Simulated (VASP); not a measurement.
# Na (Pm-3m) in VASP: settings compared, part 2 of 2

VASP 6.6.1. The steps go on from the part before.

## (4) Single point, LDA

INCAR reads:

```
ALGO     = Normal         # electronic algorithm
EDIFF    = 1E-6           # SCF threshold, eV
ENCUT    = 520            # plane-wave cutoff, eV
ISIF     = 2              # what is computed and relaxed
ISMEAR   = -1             # smearing method
LASPH    = True           # aspherical terms in the spheres
LCHARG   = True           # write CHGCAR
LELF     = True           # ELF
LREAL    = False          # projectors in reciprocal space
LVHAR    = True         
LWAVE    = False          # write WAVECAR
NBANDS   = 10             # bands
NELM     = 80             # most SCF steps
PREC     = Accurate       # precision mode
SIGMA    = 0.1            # smearing width, eV
```

KPOINTS reads:

```
k-points
0
Gamma
  5 5 5
```

POSCAR reads:

```
Na
1.0
    7.0233430000      0.0000000000      0.0000000000
    0.0000000000      7.0233430000      0.0000000000
    0.0000000000      0.0000000000      7.0233430000
Na
1
Direct
    0.0000000000      0.0000000000      0.0000000000
```

Potentials or basis: VASP PAW LDA potentials, release 64 (Na_pv).

Command:

```bash
$ cat potpaw_LDA.64/Na_pv/POTCAR > POTCAR
$ mpirun -np 1 vasp_std > vasp.out
```

OUTCAR:

```text
EDIFF = 1E-6
   ENCUT = 520
   ISIF = 2
   ISMEAR = -1
   LASPH = True
   LREAL = False
   NELM = 80
   PREC = Accurate

 ion  position               nearest neighbor table
   1  0.000  0.000  0.000-

  LATTYP: Found a simple cubic cell.
 ALAT       =     7.0233430000

  Lattice vectors:

 A1 = (   7.0233430000,   0.0000000000,   0.0000000000)
 A2 = (   0.0000000000,   7.0233430000,   0.0000000000)
 A3 = (   0.0000000000,   0.0000000000,   7.0233430000)

Analysis of symmetry for initial positions (statically):
=====================================================================
 Subroutine PRICEL returns:
 Original cell was already a primitive cell.

 Routine SETGRP: Setting up the symmetry group for a
 simple cubic supercell.

 Subroutine GETGRP returns: Found 48 space group operations
 (whereof 48 operations were pure point group operations)
 out of a pool of 48 trial point group operations.

The static configuration has the point symmetry O_h .

Analysis of symmetry for dynamics (positions and initial velocities):
=====================================================================
 Subroutine PRICEL returns:
 Original cell was already a primitive cell.

 Routine SETGRP: Setting up the symmetry group for a
 simple cubic supercell.

 Subroutine GETGRP returns: Found 48 space group operations
 (whereof 48 operations were pure point group operations)
 out of a pool of 48 trial point group operations.

The dynamic configuration has the point symmetry O_h .

 Subroutine INISYM returns: Found 48 space group operations
 (whereof 48 operations are pure point group operations),
 and found     1 'primitive' translations

----------------------------------------------------------------------------------------

                                     Primitive cell

  volume of cell :     346.4429

  direct lattice vectors                    reciprocal lattice vectors
     7.023343000  0.000000000  0.000000000     0.142382338  0.000000000  0.000000000
     0.000000000  7.023343000  0.000000000     0.000000000  0.142382338  0.000000000
     0.000000000  0.000000000  7.023343000     0.000000000  0.000000000  0.142382338

  length of vectors
     7.023343000  7.023343000  7.023343000     0.142382338  0.142382338  0.142382338

  position of ions in fractional coordinates (direct lattice)
     0.000000000  0.000000000  0.000000000

  ion indices of the primitive-cell ions
   primitive index   ion index
                 1           1

----------------------------------------------------------------------------------------

 KPOINTS: k-points

Automatic generation of k-mesh.
 Grid dimensions read from file:
 generate k-points for:    5    5    5

 Generating k-lattice:

  Cartesian coordinates                     Fractional coordinates (reciprocal lattice)
     0.028476468  0.000000000  0.000000000     0.200000000  0.000000000  0.000000000
     0.000000000  0.028476468  0.000000000     0.000000000  0.200000000  0.000000000
     0.000000000  0.000000000  0.028476468     0.000000000  0.000000000  0.200000000

  Length of vectors
     0.028476468  0.028476468  0.028476468

  Shift w.r.t. Gamma in fractional coordinates (k-lattice)
     0.000000000  0.000000000  0.000000000

 Subroutine IBZKPT returns following result:
 ===========================================

 Found     10 irreducible k-points:

 Following reciprocal coordinates:
            Coordinates               Weight
  0.000000  0.000000  0.000000      1.000000
  0.200000  0.000000  0.000000      6.000000
  0.400000  0.000000  0.000000      6.000000
  0.200000  0.200000  0.000000     12.000000
  0.400000  0.200000  0.000000     24.000000
  0.400000  0.400000  0.000000     12.000000
  0.200000  0.200000  0.200000      8.000000
  0.400000  0.200000  0.200000     24.000000
  0.400000  0.400000  0.200000     24.000000
  0.400000  0.400000  0.400000      8.000000
   k-points           NKPTS =     10   k-points in BZ     NKDIM =     10   number of bands    NBANDS=     10
   number of dos      NEDOS =    301   number of ions     NIONS =      1
   total plane-waves  NPLWV = 157464
   dimension x,y,z NGX =    54 NGY =   54 NGZ =   54
   dimension x,y,z NGXF=   108 NGYF=  108 NGZF=  108
   ions per type =               1
   NGX,Y,Z   is equivalent  to a cutoff of  12.78, 12.78, 12.78 a.u.
   NGXF,Y,Z  is equivalent  to a cutoff of  25.56, 25.56, 25.56 a.u.
 SYSTEM =  unknown system
   PREC   = accura    normal or accurate (medium, high low for compatibility)
   ISTART =      0    job   : 0-new  1-cont  2-samecut
   ICHARG =      2    charge: 1-file 2-atom 10-const
   ISPIN  =      1    spin polarized calculation?
   LNONCOLLINEAR =      F non collinear calculations
   LSORBIT =      F    spin-orbit coupling
   LASPH  =      T    aspherical Exc in radial PAW
   ENCUT  =  520.0 eV  38.22 Ry    6.18 a.u.  13.06 13.06 13.06*2*pi/ulx,y,z
   NELM   =     80;   NELMIN=  2; NELMDL= -5     # of ELM steps
   EDIFF  = 0.1E-05   stopping-criterion for ELM
   LREAL  =      F    real-space projection
   EDIFFG = 0.1E-04   stopping-criterion for IOM
   NSW    =      0    number of steps for IOM
   IBRION =     -1    ionic relax: 0-MD 1-quasi-New 2-CG
   NFREE  =      0    steps in history (QN), initial steepest desc. (CG)
   ISIF   =      2    stress and relaxation
   ISYM   =      2    0-nonsym 1-usesym 2-fastsym
   POTIM  = 0.5000    time-step for ionic-motion
   TEBEG  =    0.0;   TEEND  =   0.0 temperature during run
   PSTRESS=    0.0 pullay stress
   NELECT =       7.0000    total number of electrons
   NUPDOWN=      -1.0000    fix difference up-down
   EMIN   =  10.00;   EMAX   =-10.00  energy-range for DOS
   EFERMI =   0.00;   METHOD = LEGACY
   ISMEAR =    -1;   SIGMA  =   0.10  broadening in eV -4-tet -1-fermi 0-gaus
   EFERMI_NEDOS =   21; number of points for ismear=-14 and -15
   IALGO  =     38    algorithm
   IMIX   =      4    mixing-type and parameters
     AMIX     =   0.40;   BMIX     =  1.00
     AMIX_MAG =   1.60;   BMIX_MAG =  1.00
  volume/ion in A,a.u.               =     346.44      2337.91
  Fermi-wavevector in a.u.,A,eV,Ry     =   0.445893  0.842615  2.705114  0.198820
  Thomas-Fermi vector in A             =   1.423866
   LORBIT       =      0    0 simple, 1 ext, 2 COOP (PROOUT), +10 PAW based schemes
   GGA     = CA    functional components
   LHFCALC =     F    Hartree Fock is set to
   AEXX    =    0.0000 exact exchange contribution
   IVDW    =     0    specifies the selected vdW correction
   LEPSILON=     F    determine dielectric tensor
   LRPA    =     F    only Hartree local field effects (RPA)
 non-spin polarized calculation
  energy-cutoff  :      520.00
  volume of cell :      346.44
 maximum number of plane-waves:      9360
 NGX is ok and might be reduce to    54
   NGX = 27   NGY = 27   NGZ = 27

 number of electron       7.0000015 magnetization

 Free energy of the ion-electron system (eV)
  ---------------------------------------------------
  ext. energy  EPLUGINS =         0.00000000
  ---------------------------------------------------
  free energy    TOTEN  =        -0.22711941 eV

  energy without entropy =       -0.12640989  energy(sigma->0) =       -0.17676465

 E-fermi :  -2.4378     XC(G=0):  -2.4838

 val. band max:       -2.4960118438   @ k =   0.4000   0.2000   0.0000
 cond. band min:      -2.4214007476   @ k =   0.4000   0.2000   0.2000
 fundamental gap:      0.0746110962
 Fermi energy:        -2.4377893885

 k-point     1 :       0.0000    0.0000    0.0000
  band No.  band energies     occupation
      1     -28.5435      2.00000
      2     -28.5435      2.00000
      3     -28.5435      2.00000
      4      -2.8189      1.95670
      5       0.3252      0.00000
      6       0.3252      0.00000
      7       0.3252      0.00000
      8       0.5196      0.00000
      9       1.0765      0.00000
     10       1.0765      0.00000
[... 105 lines left out ...]
 k-point    10 :       0.4000    0.4000    0.4000
  band No.  band energies     occupation
      1     -28.5435      2.00000
      2     -28.5435      2.00000
      3     -28.5435      2.00000
      4      -2.1214      0.08106
      5      -0.4947      0.00000
      6      -0.4415      0.00000
      7      -0.4415      0.00000
      8       0.7283      0.00000
      9       0.8582      0.00000
     10       0.8582      0.00000

------------------------ aborting loop because EDIFF is reached ----------------------------------------

  FORCE on cell =-STRESS in cart. coord.  units (eV):
  Direction    XX          YY          ZZ          XY          YZ          ZX
  --------------------------------------------------------------------------------------
  -------------------------------------------------------------------------------------
  Total       -0.2388353     -0.2388353     -0.2388353      0.0000000     -0.0000000      0.0000000
  in kB       -1.1045301     -1.1045301     -1.1045301      0.0000000     -0.0000000      0.0000000
  external PRESSURE =      -1.1045301 kB  Pullay stress =       0.0000000 kB

 VOLUME and BASIS-vectors are now :
 -----------------------------------------------------------------------------
  energy-cutoff  :      520.00
  volume of cell :      346.44
      direct lattice vectors                 reciprocal lattice vectors
     7.023343000  0.000000000  0.000000000     0.142382338  0.000000000  0.000000000
     0.000000000  7.023343000  0.000000000     0.000000000  0.142382338  0.000000000
     0.000000000  0.000000000  7.023343000     0.000000000  0.000000000  0.142382338

 POSITION                                       TOTAL-FORCE (eV/Angst)
 -----------------------------------------------------------------------------------
      0.00000      0.00000      0.00000         0.000000      0.000000      0.000000
 -----------------------------------------------------------------------------------
    total drift:                                0.000000      0.000000     -0.000000

  FREE ENERGIE OF THE ION-ELECTRON SYSTEM (eV)
  ---------------------------------------------------
  free  energy   TOTEN  =        -0.2271194139 eV

  energy  without entropy=       -0.1264098924  energy(sigma->0) =       -0.17676465
```

It took 18 s on 1 thread of AMD EPYC 9R45 (Zen 5), shared host; peak memory 0.25 GiB.

What came out:

| Property | Result |
| --- | --- |
| Free energy | -0.2271 eV |
| Pressure | -0.1 GPa |

Levels at points of the mesh, in eV from the Fermi level:
| k point | band 1 | band 2 | band 3 | band 4 | band 5 | band 6 | band 7 | band 8 | band 9 |
| --- | --- | --- | --- | --- | --- | --- | --- | --- | --- |
| (0.00, 0.00, 0.00) | -26.11 | -26.11 | -26.11 | -0.38 | 2.76 | 2.76 | 2.76 | 2.96 | 3.51 |

## (5) Overview

```csv
level,potentials or basis,gap on the mesh (eV),pressure (GPa)
PBEsol,"VASP PAW PBE potentials, release 64 (Na_pv)",none,-0.1
BLYP,"VASP PAW PBE potentials, release 64 (Na_pv)",none,-0.1
LDA,"VASP PAW LDA potentials, release 64 (Na_pv)",none,-0.1
```

Alike in all rows: task single point; no spin polarisation; cell as given; k mesh 5 × 5 × 5; cutoff (eV) 520; smearing fermi-dirac 0.1 eV.

Caveats: the PAW data sets were made with another functional, which shifts forces and pressure a little (some runs).

Total energies depend on the potentials used, so only differences within one code and one set of settings carry meaning.
